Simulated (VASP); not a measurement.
# Si in VASP: notebook, part 2 of 2

VASP 6.6.1. The steps go on from the part before.

## 4. Single point, r2SCAN (strain -0.025 along x and y, +0.000 along z)

POSCAR reads:

```
Si
1.0
   -3.2405241826      3.2405241826      3.3236145463
    3.2405241826     -3.2405241826      3.3236145463
    3.2405241826      3.2405241826     -3.3236145463
Si
8
Direct
    0.2013996517      0.2013996517      0.2013996517
    0.5000000000      0.0000000000      0.2986003483
    0.2986003483      0.5000000000      0.0000000000
    0.0000000000      0.2986003483      0.5000000000
    0.7986003483      0.7986003483      0.7986003483
    0.5000000000      0.0000000000      0.7013996517
    0.7013996517      0.5000000000      0.0000000000
    0.0000000000      0.7013996517      0.5000000000
```

INCAR.step1 reads:

```
ALGO = Normal ; EDIFF = 1E-4
ENCUT = 520 ; GGA = PE
ISMEAR = 0 ; LASPH = True
LCHARG = False ; LREAL = False
LWAVE = True ; NBANDS = 26
NELM = 100 ; PREC = Accurate
SIGMA = 0.15
```

INCAR.step2 reads:

```
ALGO = Normal ; EDIFF = 1E-7
ENCUT = 520 ; ISIF = 2
ISMEAR = 0 ; ISTART = 1
LASPH = True ; LCHARG = False
LMIXTAU = True ; LREAL = False
LWAVE = False ; METAGGA = R2SCAN
NBANDS = 26 ; NELM = 100
PREC = Accurate ; SIGMA = 0.15
```

KPOINTS reads:

```
k-points
0
Gamma
  8 8 8
```

Potentials or basis: VASP PAW PBE potentials, release 64 (Si).

Launch:

```console
$ cat potpaw_PBE.64/Si/POTCAR > POTCAR
$ cp INCAR.step1 INCAR
$ mpirun -np 1 vasp_std > vasp.out
$ cp INCAR.step2 INCAR
$ mpirun -np 1 vasp_std > vasp.out
```

OUTCAR:

```text
EDIFF = 1E-7
   ENCUT = 520
   ISIF = 2
   ISMEAR = 0
   ISTART = 1
   LASPH = True
   LREAL = False
   METAGGA = R2SCAN
   NELM = 100
   PREC = Accurate

 ion  position               nearest neighbor table
   1  0.201  0.201  0.201-   5 2.28   2 2.33   4 2.35   3 2.38
   2  0.500  0.000  0.299-   6 2.28   1 2.33   3 2.35   4 2.38
   3  0.299  0.500  0.000-   7 2.28   4 2.33   2 2.35   1 2.38
   4  0.000  0.299  0.500-   8 2.28   3 2.33   1 2.35   2 2.38
   5  0.799  0.799  0.799-   1 2.28   6 2.33   8 2.35   7 2.38
   6  0.500  0.000  0.701-   2 2.28   5 2.33   7 2.35   8 2.38
   7  0.701  0.500  0.000-   3 2.28   8 2.33   6 2.35   5 2.38
   8  0.000  0.701  0.500-   4 2.28   7 2.33   5 2.35   6 2.38

  LATTYP: Found a body centered tetragonal cell.
 ALAT       =     6.4810483652
 C/A-ratio  =     1.0256410257

  Lattice vectors:

 A1 = (  -3.2405241826,   3.2405241826,   3.3236145463)
 A2 = (   3.2405241826,  -3.2405241826,   3.3236145463)
 A3 = (   3.2405241826,   3.2405241826,  -3.3236145463)

Analysis of symmetry for initial positions (statically):
=====================================================================
 Subroutine PRICEL returns:
 Original cell was already a primitive cell.

 Routine SETGRP: Setting up the symmetry group for a
 body centered tetragonal supercell.

 Subroutine GETGRP returns: Found  8 space group operations
 (whereof  2 operations were pure point group operations)
 out of a pool of 16 trial point group operations.

The static configuration has the point symmetry S_2 .
 The point group associated with its full space group is D_2h.

Analysis of symmetry for dynamics (positions and initial velocities):
=====================================================================
 Subroutine PRICEL returns:
 Original cell was already a primitive cell.

[... 142 lines left out ...]
  Fermi-wavevector in a.u.,A,eV,Ry     =   1.001900  1.893317 13.657581  1.003804
  Thomas-Fermi vector in A             =   2.134352
   LORBIT       =      0    0 simple, 1 ext, 2 COOP (PROOUT), +10 PAW based schemes
   METAGGA = R2SCAN    functional components
   LHFCALC =     F    Hartree Fock is set to
   AEXX    =    0.0000 exact exchange contribution
   IVDW    =     0    specifies the selected vdW correction
   LEPSILON=     F    determine dielectric tensor
   LRPA    =     F    only Hartree local field effects (RPA)
 non-spin polarized calculation
 Gauss-broadening in eV      SIGMA  =   0.15
  energy-cutoff  :      520.00
  volume of cell :      139.61
 maximum number of plane-waves:      3781
   NGX = 21   NGY = 21   NGZ = 21

 number of electron      32.0000001 magnetization

 Free energy of the ion-electron system (eV)
  ---------------------------------------------------
  ext. energy  EPLUGINS =         0.00000000
  ---------------------------------------------------
  free energy    TOTEN  =       -68.54356993 eV

  energy without entropy =      -68.53871897  energy(sigma->0) =      -68.54114445

 E-fermi :   7.6510     XC(G=0): -10.5850

 val. band max:        7.6031433003   @ k =  -0.3750  -0.3750   0.3750
 cond. band min:       7.6657713747   @ k =  -0.3750   0.5000   0.5000
 fundamental gap:      0.0626280744
 Fermi energy:         7.6510293488

 k-point     1 :       0.0000    0.0000    0.0000
  band No.  band energies     occupation
      1      -6.0829      2.00000
      2      -1.2185      2.00000
      3      -1.0431      2.00000
      4      -0.9903      2.00000
      5      -0.7968      2.00000
      6       0.6654      2.00000
[... 685 lines left out ...]
     25      12.4265      0.00000
     26      12.6189      0.00000

 [... further k-points ...]

------------------------ aborting loop because EDIFF is reached ----------------------------------------

  FORCE on cell =-STRESS in cart. coord.  units (eV):
  Direction    XX          YY          ZZ          XY          YZ          ZX
  --------------------------------------------------------------------------------------
  -------------------------------------------------------------------------------------
  Total        6.2222574      6.2853753      2.1498102     -0.0000000      0.0000000      0.0000000
  in kB       71.4097285     72.1341011     24.6722935     -0.0000000      0.0000000      0.0000000
  external PRESSURE =      56.0720410 kB  Pullay stress =       0.0000000 kB

 VOLUME and BASIS-vectors are now :
 -----------------------------------------------------------------------------
  energy-cutoff  :      520.00
  volume of cell :      139.61
      direct lattice vectors                 reciprocal lattice vectors
    -3.240524183  3.240524183  3.323614546     0.000000000  0.154296025  0.150438624
     3.240524183 -3.240524183  3.323614546     0.154296025  0.000000000  0.150438624
     3.240524183  3.240524183 -3.323614546     0.154296025  0.154296025  0.000000000

 POSITION                                       TOTAL-FORCE (eV/Angst)
 -----------------------------------------------------------------------------------
      0.65264      0.65264      0.66937         0.207490      0.012435      0.235045
     -0.65264      2.58788      0.66937        -0.207490     -0.012435      0.235045
      0.65264     -0.65264      2.65424         0.207490     -0.012435     -0.235045
      2.58788      0.65264     -0.66937        -0.207490      0.012435     -0.235045
      2.58788      2.58788      2.65424        -0.207490     -0.012435     -0.235045
      0.65264      3.89316     -0.66937         0.207490      0.012435     -0.235045
     -0.65264      0.65264      3.99299        -0.207490      0.012435      0.235045
      3.89316     -0.65264      0.66937         0.207490     -0.012435      0.235045
 -----------------------------------------------------------------------------------
    total drift:                               -0.000000     -0.000000      0.000000

  FREE ENERGIE OF THE ION-ELECTRON SYSTEM (eV)
  ---------------------------------------------------
  free  energy   TOTEN  =       -68.5435699272 eV

  energy  without entropy=      -68.5387189709  energy(sigma->0) =      -68.54114445
```

OUTCAR.step1:

```text
EDIFF = 1E-4
   ENCUT = 520
   GGA = PE
   ISMEAR = 0
[... 943 lines left out ...]
      2.58788      2.58788      2.65424        -0.302350     -0.099243     -0.344527
      0.65264      3.89316     -0.66937         0.302350      0.099243     -0.344527
     -0.65264      0.65264      3.99299        -0.302350      0.099243      0.344527
      3.89316     -0.65264      0.66937         0.302350     -0.099243      0.344527
 -----------------------------------------------------------------------------------
    total drift:                                0.000000     -0.000000      0.000000

  FREE ENERGIE OF THE ION-ELECTRON SYSTEM (eV)
  ---------------------------------------------------
  free  energy   TOTEN  =       -41.9431657691 eV

  energy  without entropy=      -41.9343041537  energy(sigma->0) =      -41.93873496
```

OSZICAR.step1:

```text
N       E                     dE             d eps       ncg     rms          rms(c)
DAV:   1     0.603216188226E+02    0.60322E+02   -0.12240E+04  4940   0.103E+03
DAV:   2    -0.379095302690E+02   -0.98231E+02   -0.90033E+02  6114   0.147E+02
DAV:   3    -0.426309689483E+02   -0.47214E+01   -0.46198E+01  6638   0.291E+01
DAV:   4    -0.426981584144E+02   -0.67189E-01   -0.66999E-01  6118   0.432E+00
DAV:   5    -0.426992656041E+02   -0.11072E-02   -0.11062E-02  6604   0.516E-01    0.101E+01
DAV:   6    -0.421168874178E+02    0.58238E+00   -0.41240E-01  6038   0.276E+00    0.602E+00
DAV:   7    -0.419490526551E+02    0.16783E+00   -0.55584E-01  6252   0.311E+00    0.798E-01
DAV:   8    -0.419435090848E+02    0.55436E-02   -0.90775E-02  5794   0.145E+00    0.424E-01
DAV:   9    -0.419439309423E+02   -0.42186E-03   -0.56716E-03  5904   0.414E-01    0.197E-01
DAV:  10    -0.419431913845E+02    0.73956E-03   -0.10910E-03  6026   0.173E-01    0.551E-02
DAV:  11    -0.419431657691E+02    0.25615E-04   -0.49134E-04  5794   0.912E-02
   1 F= -.41943166E+02 E0= -.41938735E+02  d E =-.886162E-02
```

It took 32 min on 1 thread of Oxide Virtual Turin-like, shared host; peak memory 0.38 GiB.

Results:

```yaml
Free_energy: -68.5436 eV
Pressure: 5.6 GPa
Largest_force: 0.314 eV/Å
Band_gap_on_the_k_mesh: zero (bands 16 and 17 overlap by 0.05 eV)
```

Forces in eV/Å, atoms in the order of the input:
```
Si   0.207  0.012  0.235
Si  -0.207 -0.012  0.235
Si   0.207 -0.012 -0.235
Si  -0.207  0.012 -0.235
Si  -0.207 -0.012 -0.235
Si   0.207  0.012 -0.235
Si  -0.207  0.012  0.235
Si   0.207 -0.012  0.235
```

Stress tensor (GPa, compression positive):
```
7.14 0.00 0.00
0.00 7.21 0.00
0.00 0.00 2.47
```

Caveat: the cell differs from its parent crystal (strain -0.025 along x and y, +0.000 along z); the cell stands under pressure; semilocal functionals underestimate gaps, and a narrow one can read as zero; the PAW data sets were made with another functional, which shifts forces and pressure a little.

## 5. Overview

```tsv
cell	gap on the mesh (eV)	pressure (GPa)	largest force (eV/Å)
a = 5.901 Å, angles 109.5°, 8 atoms	none	-6.7	0.33
a = 6.045 Å, angles 109.5°, 8 atoms	none	-11.0	0.58
a = 5.661 Å, angles 110.2, 110.2, 108.1°, 8 atoms	none	5.6	0.31
```

Alike in all rows: task single point; level r2SCAN; potentials or basis VASP PAW PBE potentials, release 64 (Si); no spin polarisation; k mesh 8 × 8 × 8; cutoff (eV) 520; smearing gaussian 0.15 eV.

Caveats: semilocal functionals underestimate gaps, and a narrow one can read as zero; the PAW data sets were made with another functional, which shifts forces and pressure a little; the cell stands under tension (at least some runs); the cell stands under pressure (at least some runs).

Total energies depend on the potentials used, so only differences within one code and one set of settings carry meaning.

The gap in the log of VASP goes by the Fermi energy; the results here count the filled bands.